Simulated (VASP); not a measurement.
Crystal: MgO.

```
Mg O
1.0
     0.00000    2.09700    2.09700
     2.09700    0.00000    2.09700
     2.09700    2.09700    0.00000
Mg O
1 1
Direct
  0.00000 0.00000 0.00000
  0.50000 0.50000 0.50000
```

- Program: VASP 6.6.1
- Task: relaxation of cell and atoms
- Functional: LDA
- Potentials or basis: VASP PAW LDA potentials, release 64 (Mg, O)
- Cutoff: 600 eV
- k mesh: 11 × 11 × 11
- Occupations: fermi-dirac, width 0.05 eV
- Spin: no spin polarisation

At the start: pressure -6.0 GPa; volume 9.22 Å³/atom.

Q: Where does the relaxation end?

A: Over 3 steps the energy falls by 6.4 meV/atom and the volume is 8.89 Å³/atom (-3.6 %); space group Fm-3m (No. 225, to 0.1 Å) before and after.

The path:
```tsv
step	energy change (eV)	largest force (eV/Å)	pressure (GPa)	volume (Å³)
1	0.0000	0.0000	-6.01	18.44
2	-0.0108	0.0000	2.60	17.54
3	-0.0128	0.0000	0.02	17.78
```

Final structure:
```yaml
crystal:
  lattice:
    - [0.00000, 2.07171, 2.07171]
    - [2.07171, 0.00000, 2.07171]
    - [2.07171, 2.07171, 0.00000]
  atoms:
    - { symbol: Mg, position: [0.00000, 0.00000, 0.00000] }
    - { symbol: O, position: [0.50000, 0.50000, 0.50000] }
```
